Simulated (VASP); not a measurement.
# Hf (Pm-3m) in VASP: notebook

Hf is run at these levels: PBE; tasks: single point, relaxation of cell and atoms.

All numbers are computed with VASP 6.6.1; they aren't measurements. Logs are shortened: lines on timing, memory, paths and dates and some standing lists are left out, and cuts for length are marked.

## Step 1: The cell of the first run

It takes space group Pm-3m (No. 221, cubic). The conventional cell has a = 2.925 Å, b = 2.925 Å, c = 2.925 Å, α = 90.00°, β = 90.00°, γ = 90.00°. Within 3.9 Å of Hf (site symmetry m-3m) lie 6 Hf at 2.92 Å.

This isn't the form of Hf at room conditions, which is hcp.

## Step 2: Single point, PBE

Contents of INCAR:

```
PREC = Accurate
ENCUT = 520
EDIFF = 1E-6
ISMEAR = 0
SIGMA = 0.1
LREAL = F
LASPH = T
NELM = 60
ALGO = Normal
ISIF = 2
LWAVE = F
LCHARG = F
GGA = PE
NBANDS = 11
```

Contents of KPOINTS:

```
regular mesh
0
Gamma
  6 6 6
```

Contents of POSCAR:

```
Hf
1.0
    2.9246231669      0.0000000000      0.0000000000
    0.0000000000      2.9246231669      0.0000000000
    0.0000000000      0.0000000000      2.9246231669
Hf
1
Direct
    0.0000000000      0.0000000000      0.0000000000
```

Potentials or basis: VASP PAW PBE potentials, release 64 (Hf_pv).

Started as:

```sh
> cat potpaw_PBE.64/Hf_pv/POTCAR > POTCAR
> mpirun -np 1 vasp_std > vasp.out
```

OUTCAR:

```text
PREC = Accurate
   ENCUT = 520
   EDIFF = 1E-6
   ISMEAR = 0
   LREAL = F
   LASPH = T
   NELM = 60
   ISIF = 2
   GGA = PE

 ion  position               nearest neighbor table
   1  0.000  0.000  0.000-

  LATTYP: Found a simple cubic cell.
 ALAT       =     2.9246231669

  Lattice vectors:

 A1 = (   2.9246231669,   0.0000000000,   0.0000000000)
 A2 = (   0.0000000000,   2.9246231669,   0.0000000000)
 A3 = (   0.0000000000,   0.0000000000,   2.9246231669)

Analysis of symmetry for initial positions (statically):
=====================================================================
 Subroutine PRICEL returns:
 Original cell was already a primitive cell.

 Routine SETGRP: Setting up the symmetry group for a
 simple cubic supercell.

 Subroutine GETGRP returns: Found 48 space group operations
 (whereof 48 operations were pure point group operations)
 out of a pool of 48 trial point group operations.

The static configuration has the point symmetry O_h .

Analysis of symmetry for dynamics (positions and initial velocities):
=====================================================================
 Subroutine PRICEL returns:
 Original cell was already a primitive cell.

 Routine SETGRP: Setting up the symmetry group for a
 simple cubic supercell.

 Subroutine GETGRP returns: Found 48 space group operations
 (whereof 48 operations were pure point group operations)
 out of a pool of 48 trial point group operations.

The dynamic configuration has the point symmetry O_h .

 Subroutine INISYM returns: Found 48 space group operations
 (whereof 48 operations are pure point group operations),
 and found     1 'primitive' translations

----------------------------------------------------------------------------------------

                                     Primitive cell

  volume of cell :      25.0155

  direct lattice vectors                    reciprocal lattice vectors
     2.924623167  0.000000000  0.000000000     0.341924393  0.000000000  0.000000000
     0.000000000  2.924623167  0.000000000     0.000000000  0.341924393  0.000000000
     0.000000000  0.000000000  2.924623167     0.000000000  0.000000000  0.341924393

  length of vectors
     2.924623167  2.924623167  2.924623167     0.341924393  0.341924393  0.341924393

  position of ions in fractional coordinates (direct lattice)
     0.000000000  0.000000000  0.000000000

  ion indices of the primitive-cell ions
   primitive index   ion index
                 1           1

----------------------------------------------------------------------------------------

 KPOINTS: regular mesh

Automatic generation of k-mesh.
 Grid dimensions read from file:
 generate k-points for:    6    6    6

 Generating k-lattice:

  Cartesian coordinates                     Fractional coordinates (reciprocal lattice)
     0.056987399  0.000000000  0.000000000     0.166666667  0.000000000  0.000000000
     0.000000000  0.056987399  0.000000000     0.000000000  0.166666667  0.000000000
     0.000000000  0.000000000  0.056987399     0.000000000  0.000000000  0.166666667

  Length of vectors
     0.056987399  0.056987399  0.056987399

  Shift w.r.t. Gamma in fractional coordinates (k-lattice)
     0.000000000  0.000000000  0.000000000

 Subroutine IBZKPT returns following result:
 ===========================================

 Found     20 irreducible k-points:

 Following reciprocal coordinates:
            Coordinates               Weight
  0.000000  0.000000  0.000000      1.000000
  0.166667  0.000000  0.000000      6.000000
  0.333333  0.000000  0.000000      6.000000
  0.500000  0.000000  0.000000      3.000000
  0.166667  0.166667  0.000000     12.000000
  0.333333  0.166667  0.000000     24.000000
[... 12 lines left out ...]
  0.500000  0.500000  0.333333      6.000000
  0.500000  0.500000  0.500000      1.000000
   k-points           NKPTS =     20   k-points in BZ     NKDIM =     20   number of bands    NBANDS=     11
   number of dos      NEDOS =    301   number of ions     NIONS =      1
   total plane-waves  NPLWV =  13824
   dimension x,y,z NGX =    24 NGY =   24 NGZ =   24
   dimension x,y,z NGXF=    48 NGYF=   48 NGZF=   48
   ions per type =               1
   NGX,Y,Z   is equivalent  to a cutoff of  13.64, 13.64, 13.64 a.u.
   NGXF,Y,Z  is equivalent  to a cutoff of  27.28, 27.28, 27.28 a.u.
 SYSTEM =  unknown system
   PREC   = accura    normal or accurate (medium, high low for compatibility)
   ISTART =      0    job   : 0-new  1-cont  2-samecut
   ICHARG =      2    charge: 1-file 2-atom 10-const
   ISPIN  =      1    spin polarized calculation?
   LNONCOLLINEAR =      F non collinear calculations
   LSORBIT =      F    spin-orbit coupling
   LASPH  =      T    aspherical Exc in radial PAW
   ENCUT  =  520.0 eV  38.22 Ry    6.18 a.u.   5.44  5.44  5.44*2*pi/ulx,y,z
   NELM   =     60;   NELMIN=  2; NELMDL= -5     # of ELM steps
   EDIFF  = 0.1E-05   stopping-criterion for ELM
   LREAL  =      F    real-space projection
   EDIFFG = 0.1E-04   stopping-criterion for IOM
   NSW    =      0    number of steps for IOM
   IBRION =     -1    ionic relax: 0-MD 1-quasi-New 2-CG
   NFREE  =      0    steps in history (QN), initial steepest desc. (CG)
   ISIF   =      2    stress and relaxation
   ISYM   =      2    0-nonsym 1-usesym 2-fastsym
   POTIM  = 0.5000    time-step for ionic-motion
   TEBEG  =    0.0;   TEEND  =   0.0 temperature during run
   PSTRESS=    0.0 pullay stress
   NELECT =      10.0000    total number of electrons
   NUPDOWN=      -1.0000    fix difference up-down
   EMIN   =  10.00;   EMAX   =-10.00  energy-range for DOS
   EFERMI =   0.00;   METHOD = LEGACY
   ISMEAR =     0;   SIGMA  =   0.10  broadening in eV -4-tet -1-fermi 0-gaus
   EFERMI_NEDOS =   21; number of points for ismear=-14 and -15
   IALGO  =     38    algorithm
   IMIX   =      4    mixing-type and parameters
     AMIX     =   0.40;   BMIX     =  1.00
     AMIX_MAG =   1.60;   BMIX_MAG =  1.00
  volume/ion in A,a.u.               =      25.02       168.81
  Fermi-wavevector in a.u.,A,eV,Ry     =   1.205975  2.278962 19.787978  1.454375
  Thomas-Fermi vector in A             =   2.341656
   LORBIT       =      0    0 simple, 1 ext, 2 COOP (PROOUT), +10 PAW based schemes
   GGA     = PE    functional components
   LHFCALC =     F    Hartree Fock is set to
   AEXX    =    0.0000 exact exchange contribution
   IVDW    =     0    specifies the selected vdW correction
   LEPSILON=     F    determine dielectric tensor
   LRPA    =     F    only Hartree local field effects (RPA)
 non-spin polarized calculation
 Gauss-broadening in eV      SIGMA  =   0.10
  energy-cutoff  :      520.00
  volume of cell :       25.02
 maximum number of plane-waves:       691
 NGX is ok and might be reduce to    24
   NGX = 11   NGY = 11   NGZ = 11

 number of electron      10.0000004 magnetization

 Free energy of the ion-electron system (eV)
  ---------------------------------------------------
  ext. energy  EPLUGINS =         0.00000000
  ---------------------------------------------------
  free energy    TOTEN  =        -8.79422908 eV

  energy without entropy =       -8.78260267  energy(sigma->0) =       -8.78841588

 E-fermi :   3.7180     XC(G=0): -10.6907

 val. band max:        3.6699253527   @ k =   0.5000   0.3333   0.3333
 cond. band min:       3.8583980057   @ k =   0.3333   0.3333   0.3333
 fundamental gap:      0.1884726530
 Fermi energy:         3.7179944310

 k-point     1 :       0.0000    0.0000    0.0000
  band No.  band energies     occupation
      1     -26.2778      2.00000
      2     -26.2778      2.00000
      3     -26.2778      2.00000
      4      -2.7053      2.00000
      5       2.3539      2.00000
      6       2.3539      2.00000
      7      10.1261      0.00000
      8      10.1261      0.00000
      9      10.1261      0.00000
     10      16.4850      0.00000
     11      16.4850      0.00000

 k-point     2 :       0.1667    0.0000    0.0000
  band No.  band energies     occupation
      1     -26.5121      2.00000
      2     -26.2580      2.00000
      3     -26.2580      2.00000
      4      -2.0259      2.00000
      5       2.5531      2.00000
      6       2.9677      2.00000
      7       8.9638      0.00000
      8       8.9638      0.00000
      9      10.2133      0.00000
     10      13.9520      0.00000
     11      16.7808      0.00000

 k-point     3 :       0.3333    0.0000    0.0000
  band No.  band energies     occupation
      1     -26.9565      2.00000
      2     -26.2182      2.00000
      3     -26.2182      2.00000
      4      -0.4806      2.00000
      5       2.9941      2.00000
      6       3.8766      0.02490
      7       7.3906      0.00000
      8       7.3906      0.00000
      9      10.3935      0.00000
     10      12.2711      0.00000
     11      16.7815      0.00000

 k-point     4 :       0.5000    0.0000    0.0000
  band No.  band energies     occupation
      1     -27.1680      2.00000
      2     -26.1982      2.00000
      3     -26.1982      2.00000
      4       0.6055      2.00000
      5       3.2415      2.00000
      6       3.6417      1.71951
      7       6.7781      0.00000
      8       6.7781      0.00000
      9      10.4870      0.00000
     10      13.1539      0.00000
     11      16.3338      0.00000
[... 183 lines left out ...]
 k-point    18 :       0.5000    0.3333    0.3333
  band No.  band energies     occupation
      1     -26.9939      2.00000
      2     -26.7767      2.00000
      3     -26.7605      2.00000
      4       2.2004      2.00000
      5       3.2668      2.00000
      6       3.6699      1.50337
      7       7.9066      0.00000
      8       8.1965      0.00000
      9      11.9825      0.00000
     10      13.2344      0.00000
     11      13.6848      0.00000

 k-point    19 :       0.5000    0.5000    0.3333
  band No.  band energies     occupation
      1     -26.9654      2.00000
      2     -26.9654      2.00000
      3     -26.7427      2.00000
      4       2.0251      2.00000
      5       3.1797      2.00000
      6       3.1797      2.00000
      7       8.1626      0.00000
      8      11.9594      0.00000
      9      12.4834      0.00000
     10      12.7170      0.00000
     11      12.7170      0.00000

 k-point    20 :       0.5000    0.5000    0.5000
  band No.  band energies     occupation
      1     -26.9376      2.00000
      2     -26.9376      2.00000
      3     -26.9376      2.00000
      4       2.5051      2.00000
      5       2.5051      2.00000
      6       2.5051      2.00000
      7      10.6518      0.00000
      8      12.5462      0.00000
      9      12.5462      0.00000
     10      13.5149      0.00000
     11      13.5149      0.00000

------------------------ aborting loop because EDIFF is reached ----------------------------------------

  FORCE on cell =-STRESS in cart. coord.  units (eV):
  Direction    XX          YY          ZZ          XY          YZ          ZX
  --------------------------------------------------------------------------------------
  -------------------------------------------------------------------------------------
  Total       -0.0413814     -0.0413814     -0.0413814     -0.0000000     -0.0000000      0.0000000
  in kB       -2.6503673     -2.6503673     -2.6503673     -0.0000000     -0.0000000      0.0000000
  external PRESSURE =      -2.6503673 kB  Pullay stress =       0.0000000 kB

 VOLUME and BASIS-vectors are now :
 -----------------------------------------------------------------------------
  energy-cutoff  :      520.00
  volume of cell :       25.02
      direct lattice vectors                 reciprocal lattice vectors
     2.924623167  0.000000000  0.000000000     0.341924393  0.000000000  0.000000000
     0.000000000  2.924623167  0.000000000     0.000000000  0.341924393  0.000000000
     0.000000000  0.000000000  2.924623167     0.000000000  0.000000000  0.341924393

 POSITION                                       TOTAL-FORCE (eV/Angst)
 -----------------------------------------------------------------------------------
      0.00000      0.00000      0.00000         0.000000      0.000000      0.000000
 -----------------------------------------------------------------------------------
    total drift:                               -0.000000      0.000000      0.000000

  FREE ENERGIE OF THE ION-ELECTRON SYSTEM (eV)
  ---------------------------------------------------
  free  energy   TOTEN  =        -8.7942290810 eV

  energy  without entropy=       -8.7826026708  energy(sigma->0) =       -8.78841588
```

It took 4.6 s on 1 thread of Intel Xeon Platinum 8259CL at 2.50GHz (Skylake/Cascade Lake), shared host; peak memory 0.13 GiB.

What came out:

| Item | Value |
| --- | --- |
| Free energy | -8.7942 eV |
| Pressure | -0.3 GPa |
| Band gap on the k mesh | zero (bands 5 and 6 overlap by 2.11 eV) |

Caveat: spin-orbit coupling is left out, which moves the levels of the heavy elements.

## Step 3: Relaxation of cell and atoms, PBE

This run uses another cell than the first one, of 23.31 Å³/atom.

Contents of INCAR:

```
PREC = Accurate
ENCUT = 600
EDIFF = 1E-6
ISMEAR = 0
SIGMA = 0.1
LREAL = F
LASPH = T
NELM = 80
ALGO = Normal
ISIF = 3
LWAVE = F
LCHARG = F
GGA = PE
IBRION = 2
NSW = 90
EDIFFG = -0.04
```

Contents of KPOINTS:

```
Automatic mesh
0
Gamma
  6 6 6
```

Contents of POSCAR:

```
Hf
1.0
    2.8566409408      0.0000000000      0.0000000000
    0.0000000000      2.8566409408      0.0000000000
    0.0000000000      0.0000000000      2.8566409408
Hf
1
Direct
    0.0000000000      0.0000000000      0.0000000000
```

Potentials or basis: VASP PAW PBE potentials, release 64 (Hf_pv).

Started as:

```sh
> cat potpaw_PBE.64/Hf_pv/POTCAR > POTCAR
> mpirun -np 1 vasp_std > vasp.out
```

Wall time 13 s (1 thread of Intel Xeon Platinum 8259CL at 2.50GHz (Skylake/Cascade Lake), shared host); peak memory 0.14 GiB.

It converged, with:

```yaml
Free_energy: -8.7943 eV
Relaxed_volume: 24.91 Å³/atom
Relaxed_cell: a = 2.921 Å, b = 2.921 Å, c = 2.921 Å, α = 90.00°, β = 90.00°, γ = 90.00°
Space_group_after_relaxing_to_0.1_Å: Pm-3m (No. 221)
Energy_gained_by_relaxing: 21.1 meV/atom
Ionic_steps: 3
Pressure_after_relaxing: 0.0 GPa
Band_gap_on_the_k_mesh: zero (bands 5 and 6 overlap by 2.13 eV)
```

The path:
| step | energy change (eV) | largest force (eV/Å) | pressure (GPa) | volume (Å³) |
| --- | --- | --- | --- | --- |
| 1 | 0.0000 | 0.0000 | 4.25 | 23.31 |
| 2 | -0.0187 | 0.0000 | -1.37 | 25.46 |
| 3 | -0.0211 | 0.0000 | -0.03 | 24.91 |

Final structure:
```cif
data_structure
_symmetry_space_group_name_H-M 'P 1'
_symmetry_Int_Tables_number 1
_cell_length_a 2.9207
_cell_length_b 2.9207
_cell_length_c 2.9207
_cell_angle_alpha 90.000
_cell_angle_beta 90.000
_cell_angle_gamma 90.000
_cell_volume 24.91
loop_
_atom_site_label
_atom_site_type_symbol
_atom_site_fract_x
_atom_site_fract_y
_atom_site_fract_z
_atom_site_occupancy
Hf1 Hf 0.00000 0.00000 0.00000 1
```

Levels at points of the mesh, in eV from the Fermi level:
| k point | band 1 | band 2 | band 3 | band 4 | band 5 | band 6 | band 7 | band 8 | band 9 |
| --- | --- | --- | --- | --- | --- | --- | --- | --- | --- |
| (0.00, 0.00, 0.00) | -29.98 | -29.98 | -29.98 | -6.44 | -1.38 | -1.38 | 6.43 | 6.43 | 6.43 |
| (0.50, 0.00, 0.00) | -30.89 | -29.90 | -29.90 | -3.12 | -0.48 | -0.07 | 3.07 | 3.07 | 6.80 |
| (0.50, 0.50, 0.00) | -30.76 | -30.76 | -29.83 | -2.77 | -0.61 | 3.79 | 3.79 | 4.40 | 4.40 |
| (0.50, 0.50, 0.50) | -30.65 | -30.65 | -30.65 | -1.23 | -1.23 | -1.23 | 6.93 | 8.87 | 8.87 |

Caveat: the k points lie up to 0.36 Å⁻¹ apart in the final cell, too coarse for converged energies and pressures of a metal; spin-orbit coupling is left out, which moves the levels of the heavy elements.
